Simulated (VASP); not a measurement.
# ZnSe (F-43m) in VASP: settings compared

ZnSe is run at these levels: PBE, r2SCAN; tasks: single point.

All numbers are computed with VASP 6.6.1; they aren't measurements. Logs are shortened: lines on timing, memory, paths and dates and some standing lists are left out, and cuts for length are marked.

## 1. The cell of the first run

Symmetry: F-43m, No. 216, cubic system. The conventional cell has a = 5.732 Å, b = 5.732 Å, c = 5.732 Å, α = 90.00°, β = 90.00°, γ = 90.00°. Within 3.3 Å of Zn (site symmetry -43m) lie 4 Se at 2.48 Å. Se (site symmetry -43m) has 4 Zn at 2.48 Å within 3.3 Å.

## 2. Single point, PBE

File INCAR:

```
SYSTEM = ZnSe
PREC     = Accurate       ! precision mode
ENCUT    = 520            ! plane-wave cutoff, eV
EDIFF    = 1E-6           ! SCF threshold, eV
ISMEAR   = -1             ! smearing method
SIGMA    = 0.02           ! smearing width, eV
LREAL    = .FALSE.        ! projectors in reciprocal space
LASPH    = .TRUE.         ! aspherical terms in the spheres
NELM     = 60             ! most SCF steps
ALGO     = Normal         ! electronic algorithm
ISIF     = 2              ! what is computed and relaxed
LWAVE    = .FALSE.        ! write WAVECAR
LCHARG   = .FALSE.        ! write CHGCAR
GGA      = PE             ! functional
NBANDS   = 16             ! bands
```

File KPOINTS:

```
regular mesh
0
G
  8 8 8
  0 0 0
```

File POSCAR:

```
ZnSe
1.0
    0.0000000000      2.8661396047      2.8661396047
    2.8661396047      0.0000000000      2.8661396047
    2.8661396047      2.8661396047      0.0000000000
Zn Se
1 1
Direct
    0.0000000000      0.0000000000      0.0000000000
    0.2500000000      0.2500000000      0.2500000000
```

Potentials or basis: VASP PAW PBE potentials, release 64 (Zn, Se).

The run is started by

```sh
> cat potpaw_PBE.64/Zn/POTCAR potpaw_PBE.64/Se/POTCAR > POTCAR
> mpirun -np 1 vasp_std > vasp.out
```

OUTCAR:

```text
SYSTEM = ZnSe
   PREC = Accurate
   ENCUT = 520
   EDIFF = 1E-6
   ISMEAR = -1
   LREAL = .FALSE.
   LASPH = .TRUE.
   NELM = 60
   ISIF = 2
   GGA = PE

 ion  position               nearest neighbor table
   1  0.000  0.000  0.000-   2 2.48   2 2.48   2 2.48   2 2.48
   2  0.250  0.250  0.250-   1 2.48   1 2.48   1 2.48   1 2.48

  LATTYP: Found a face centered cubic cell.
 ALAT       =     5.7322792094

  Lattice vectors:

 A1 = (   0.0000000000,   2.8661396047,   2.8661396047)
 A2 = (   2.8661396047,   0.0000000000,   2.8661396047)
 A3 = (   2.8661396047,   2.8661396047,   0.0000000000)

Analysis of symmetry for initial positions (statically):
=====================================================================
 Subroutine PRICEL returns:
 Original cell was already a primitive cell.

 Routine SETGRP: Setting up the symmetry group for a
 face centered cubic supercell.

 Subroutine GETGRP returns: Found 24 space group operations
 (whereof 24 operations were pure point group operations)
 out of a pool of 48 trial point group operations.

The static configuration has the point symmetry T_d .

Analysis of symmetry for dynamics (positions and initial velocities):
=====================================================================
 Subroutine PRICEL returns:
 Original cell was already a primitive cell.

 Routine SETGRP: Setting up the symmetry group for a
 face centered cubic supercell.

 Subroutine GETGRP returns: Found 24 space group operations
 (whereof 24 operations were pure point group operations)
 out of a pool of 48 trial point group operations.

The dynamic configuration has the point symmetry T_d .

 Subroutine INISYM returns: Found 24 space group operations
 (whereof 24 operations are pure point group operations),
 and found     1 'primitive' translations

----------------------------------------------------------------------------------------

                                     Primitive cell

  volume of cell :      47.0893

  direct lattice vectors                    reciprocal lattice vectors
     0.000000000  2.866139605  2.866139605    -0.174450679  0.174450679  0.174450679
     2.866139605  0.000000000  2.866139605     0.174450679 -0.174450679  0.174450679
     2.866139605  2.866139605  0.000000000     0.174450679  0.174450679 -0.174450679

  length of vectors
[... 79 lines left out ...]
   LASPH  =      T    aspherical Exc in radial PAW
   ENCUT  =  520.0 eV  38.22 Ry    6.18 a.u.   7.54  7.54  7.54*2*pi/ulx,y,z
   NELM   =     60;   NELMIN=  2; NELMDL= -5     # of ELM steps
   EDIFF  = 0.1E-05   stopping-criterion for ELM
   LREAL  =      F    real-space projection
   EDIFFG = 0.1E-04   stopping-criterion for IOM
   NSW    =      0    number of steps for IOM
   IBRION =     -1    ionic relax: 0-MD 1-quasi-New 2-CG
   NFREE  =      0    steps in history (QN), initial steepest desc. (CG)
   ISIF   =      2    stress and relaxation
   ISYM   =      2    0-nonsym 1-usesym 2-fastsym
   POTIM  = 0.5000    time-step for ionic-motion
   TEBEG  =    0.0;   TEEND  =   0.0 temperature during run
   PSTRESS=    0.0 pullay stress
   NELECT =      18.0000    total number of electrons
   NUPDOWN=      -1.0000    fix difference up-down
   EMIN   =  10.00;   EMAX   =-10.00  energy-range for DOS
   EFERMI =   0.00;   METHOD = LEGACY
   ISMEAR =    -1;   SIGMA  =   0.02  broadening in eV -4-tet -1-fermi 0-gaus
   EFERMI_NEDOS =   21; number of points for ismear=-14 and -15
   IALGO  =     38    algorithm
   IMIX   =      4    mixing-type and parameters
     AMIX     =   0.40;   BMIX     =  1.00
     AMIX_MAG =   1.60;   BMIX_MAG =  1.00
  volume/ion in A,a.u.               =      23.54       158.89
  Fermi-wavevector in a.u.,A,eV,Ry     =   1.188115  2.245211 19.206205  1.411616
  Thomas-Fermi vector in A             =   2.324251
   LORBIT       =      0    0 simple, 1 ext, 2 COOP (PROOUT), +10 PAW based schemes
   GGA     = PE    functional components
   LHFCALC =     F    Hartree Fock is set to
   AEXX    =    0.0000 exact exchange contribution
   IVDW    =     0    specifies the selected vdW correction
   LEPSILON=     F    determine dielectric tensor
   LRPA    =     F    only Hartree local field effects (RPA)
 non-spin polarized calculation
  energy-cutoff  :      520.00
  volume of cell :       47.09
 maximum number of plane-waves:      1287
   NGX = 15   NGY = 15   NGZ = 15

 number of electron      18.0000017 magnetization

 Free energy of the ion-electron system (eV)
  ---------------------------------------------------
  ext. energy  EPLUGINS =         0.00000000
  ---------------------------------------------------
  free energy    TOTEN  =        -6.03243566 eV

  energy without entropy =       -6.03243566  energy(sigma->0) =       -6.03243566

 E-fermi :   1.7016     XC(G=0):  -9.1670

 val. band max:        1.3272006024   @ k =   0.0000   0.0000   0.0000
 cond. band min:       2.4818436901   @ k =   0.0000   0.0000   0.0000
 fundamental gap:      1.1546430877
 Fermi energy:         1.7016457486

 k-point     1 :       0.0000    0.0000    0.0000
  band No.  band energies     occupation
      1     -11.7194      2.00000
      2      -5.1008      2.00000
      3      -5.1008      2.00000
      4      -5.1008      2.00000
      5      -4.7612      2.00000
      6      -4.7612      2.00000
[... 433 lines left out ...]
      3      -4.9704      2.00000
      4      -4.7882      2.00000
      5      -4.7543      2.00000
      6      -4.5675      2.00000
[... 8 lines left out ...]
     15      13.9495      0.00000
     16      14.7405      0.00000

 [... further k-points ...]

------------------------ aborting loop because EDIFF is reached ----------------------------------------

  FORCE on cell =-STRESS in cart. coord.  units (eV):
  Direction    XX          YY          ZZ          XY          YZ          ZX
  --------------------------------------------------------------------------------------
  -------------------------------------------------------------------------------------
  Total        0.0668599      0.0668599      0.0668599      0.0000000     -0.0000000      0.0000000
  in kB        2.2748568      2.2748568      2.2748568      0.0000000     -0.0000000      0.0000000
  external PRESSURE =       2.2748568 kB  Pullay stress =       0.0000000 kB

 VOLUME and BASIS-vectors are now :
 -----------------------------------------------------------------------------
  energy-cutoff  :      520.00
  volume of cell :       47.09
      direct lattice vectors                 reciprocal lattice vectors
     0.000000000  2.866139605  2.866139605    -0.174450679  0.174450679  0.174450679
     2.866139605  0.000000000  2.866139605     0.174450679 -0.174450679  0.174450679
     2.866139605  2.866139605  0.000000000     0.174450679  0.174450679 -0.174450679

 POSITION                                       TOTAL-FORCE (eV/Angst)
 -----------------------------------------------------------------------------------
      0.00000      0.00000      0.00000         0.000000      0.000000      0.000000
      1.43307      1.43307      1.43307        -0.000000     -0.000000     -0.000000
 -----------------------------------------------------------------------------------
    total drift:                               -0.000001     -0.000001     -0.000001

  FREE ENERGIE OF THE ION-ELECTRON SYSTEM (eV)
  ---------------------------------------------------
  free  energy   TOTEN  =        -6.0324356647 eV

  energy  without entropy=       -6.0324356646  energy(sigma->0) =       -6.03243566
```

OSZICAR:

```text
N       E                     dE             d eps       ncg     rms          rms(c)
DAV:   1     0.884874477783E+02    0.88487E+02   -0.87956E+03   928   0.127E+03
DAV:   2    -0.697398449584E+00   -0.89185E+02   -0.84293E+02  1056   0.251E+02
DAV:   3    -0.627581306678E+01   -0.55784E+01   -0.55590E+01  1112   0.615E+01
DAV:   4    -0.632194241025E+01   -0.46129E-01   -0.46125E-01  1152   0.599E+00
DAV:   5    -0.632216156493E+01   -0.21915E-03   -0.21915E-03  1176   0.371E-01    0.447E+00
DAV:   6    -0.605049094682E+01    0.27167E+00   -0.53295E-01  1360   0.232E+01    0.343E+00
DAV:   7    -0.603222496350E+01    0.18266E-01   -0.14891E-01  1080   0.340E+00    0.147E+00
DAV:   8    -0.603206998756E+01    0.15498E-03   -0.42097E-03  1184   0.614E-01    0.435E-01
DAV:   9    -0.603233114255E+01   -0.26115E-03   -0.10541E-03  1080   0.244E-01    0.673E-02
DAV:  10    -0.603243362563E+01   -0.10248E-03   -0.15863E-04  1176   0.955E-02    0.176E-02
DAV:  11    -0.603243433138E+01   -0.70576E-06   -0.29107E-05  1088   0.449E-02    0.479E-03
DAV:  12    -0.603243555853E+01   -0.12271E-05   -0.39031E-06  1216   0.127E-02    0.311E-03
DAV:  13    -0.603243566466E+01   -0.10613E-06   -0.58664E-07   880   0.580E-03
   1 F= -.60324357E+01 E0= -.60324357E+01  d E =-.344016E-10
```

Wall time 14 s (1 thread of Intel Xeon 6975P-C (Granite Rapids), shared host); peak memory 0.17 GiB.

Results:

- Free energy: -6.0324 eV
- Pressure: 0.2 GPa
- Band gap on the k mesh: 1.15 eV, direct

PBE gaps usually lie below the measured ones, often by a third to a half.

## 3. Single point, r2SCAN

This run uses another cell than the first one, of 22.72 Å³/atom, 0.965 times its volume.

File POSCAR:

```
ZnSe
1.0
    0.0000000000      2.8324206823      2.8324206823
    2.8324206823      0.0000000000      2.8324206823
    2.8324206823      2.8324206823      0.0000000000
Zn Se
1 1
Direct
    0.0000000000      0.0000000000      0.0000000000
    0.2500000000      0.2500000000      0.2500000000
```

File INCAR.step1:

```
ALGO = Normal
EDIFF = 1E-4
ENCUT = 520
GGA = PE
ISMEAR = -1
LASPH = T
LCHARG = F
LREAL = F
LWAVE = T
NBANDS = 16
NELM = 80
PREC = Accurate
SIGMA = 0.02
```

File INCAR.step2:

```
ALGO = Normal
EDIFF = 1E-6
ENCUT = 520
ISIF = 2
ISMEAR = -1
ISTART = 1
LASPH = T
LCHARG = F
LMIXTAU = T
LREAL = F
LWAVE = F
METAGGA = R2SCAN
NBANDS = 16
NELM = 80
PREC = Accurate
SIGMA = 0.02
```

File KPOINTS:

```
k-points
0
Gamma
  8 8 8
```

Potentials or basis: VASP PAW PBE potentials, release 64 (Zn, Se).

The run is started by

```sh
> cat potpaw_PBE.64/Zn/POTCAR potpaw_PBE.64/Se/POTCAR > POTCAR
> cp INCAR.step1 INCAR
> mpirun -np 1 vasp_std > vasp.out
> cp INCAR.step2 INCAR
> mpirun -np 1 vasp_std > vasp.out
```

OUTCAR:

```text
EDIFF = 1E-6
   ENCUT = 520
   ISIF = 2
   ISMEAR = -1
   ISTART = 1
   LASPH = T
   LREAL = F
   METAGGA = R2SCAN
   NELM = 80
   PREC = Accurate

 ion  position               nearest neighbor table
   1  0.000  0.000  0.000-   2 2.45   2 2.45   2 2.45   2 2.45
   2  0.250  0.250  0.250-   1 2.45   1 2.45   1 2.45   1 2.45

  LATTYP: Found a face centered cubic cell.
 ALAT       =     5.6648413646

  Lattice vectors:

 A1 = (   0.0000000000,   2.8324206823,   2.8324206823)
[... 642 lines left out ...]
------------------------ aborting loop because EDIFF is reached ----------------------------------------

  FORCE on cell =-STRESS in cart. coord.  units (eV):
  Direction    XX          YY          ZZ          XY          YZ          ZX
  --------------------------------------------------------------------------------------
  -------------------------------------------------------------------------------------
  Total        0.0346160      0.0346160      0.0346160      0.0000000      0.0000000     -0.0000000
  in kB        1.2203500      1.2203500      1.2203500      0.0000000      0.0000000     -0.0000000
  external PRESSURE =       1.2203500 kB  Pullay stress =       0.0000000 kB

 VOLUME and BASIS-vectors are now :
 -----------------------------------------------------------------------------
  energy-cutoff  :      520.00
  volume of cell :       45.45
      direct lattice vectors                 reciprocal lattice vectors
     0.000000000  2.832420682  2.832420682    -0.176527450  0.176527450  0.176527450
     2.832420682  0.000000000  2.832420682     0.176527450 -0.176527450  0.176527450
     2.832420682  2.832420682  0.000000000     0.176527450  0.176527450 -0.176527450

 POSITION                                       TOTAL-FORCE (eV/Angst)
 -----------------------------------------------------------------------------------
      0.00000      0.00000      0.00000         0.000000      0.000000      0.000000
      1.41621      1.41621      1.41621        -0.000000     -0.000000     -0.000000
 -----------------------------------------------------------------------------------
    total drift:                                0.000022      0.000022      0.000022

  FREE ENERGIE OF THE ION-ELECTRON SYSTEM (eV)
  ---------------------------------------------------
  free  energy   TOTEN  =       -24.9092299857 eV

  energy  without entropy=      -24.9092299857  energy(sigma->0) =      -24.90922999
```

OUTCAR.step1:

```text
EDIFF = 1E-4
   ENCUT = 520
   GGA = PE
   ISMEAR = -1
   LASPH = T
   LREAL = F
[... 675 lines left out ...]
 -----------------------------------------------------------------------------------
      0.00000      0.00000      0.00000        -0.000000     -0.000000     -0.000000
      1.41621      1.41621      1.41621         0.000000      0.000000      0.000000
 -----------------------------------------------------------------------------------
    total drift:                               -0.000001     -0.000001     -0.000001

  FREE ENERGIE OF THE ION-ELECTRON SYSTEM (eV)
  ---------------------------------------------------
  free  energy   TOTEN  =        -6.0191239178 eV

  energy  without entropy=       -6.0191239178  energy(sigma->0) =       -6.01912392
```

OSZICAR.step1:

```text
N       E                     dE             d eps       ncg     rms          rms(c)
DAV:   1     0.855089135274E+02    0.85509E+02   -0.87729E+03   928   0.127E+03
DAV:   2    -0.921847097067E+00   -0.86431E+02   -0.81449E+02  1032   0.249E+02
DAV:   3    -0.626521018216E+01   -0.53434E+01   -0.53227E+01  1152   0.604E+01
DAV:   4    -0.630711465651E+01   -0.41904E-01   -0.41901E-01  1120   0.562E+00
DAV:   5    -0.630731136132E+01   -0.19670E-03   -0.19670E-03  1168   0.355E-01    0.476E+00
DAV:   6    -0.603810082089E+01    0.26921E+00   -0.53278E-01  1376   0.238E+01    0.363E+00
DAV:   7    -0.601900676140E+01    0.19094E-01   -0.15361E-01  1056   0.350E+00    0.155E+00
DAV:   8    -0.601879379199E+01    0.21297E-03   -0.43862E-03  1272   0.675E-01    0.451E-01
DAV:   9    -0.601902381917E+01   -0.23003E-03   -0.10934E-03  1080   0.251E-01    0.662E-02
DAV:  10    -0.601913078183E+01   -0.10696E-03   -0.19074E-04  1136   0.103E-01    0.217E-02
DAV:  11    -0.601912391781E+01    0.68640E-05   -0.32371E-05   616   0.509E-02
   1 F= -.60191239E+01 E0= -.60191239E+01  d E =-.669026E-11
```

It took 51 s on 1 thread of Intel Xeon 6975P-C (Granite Rapids), shared host; peak memory 0.17 GiB.

What came out:

| Property | Result |
| --- | --- |
| Free energy | -24.9092 eV |
| Pressure | 0.1 GPa |
| Band gap on the k mesh | 1.87 eV, direct |

Caveat: the PAW data sets were made with another functional, which shifts forces and pressure a little.
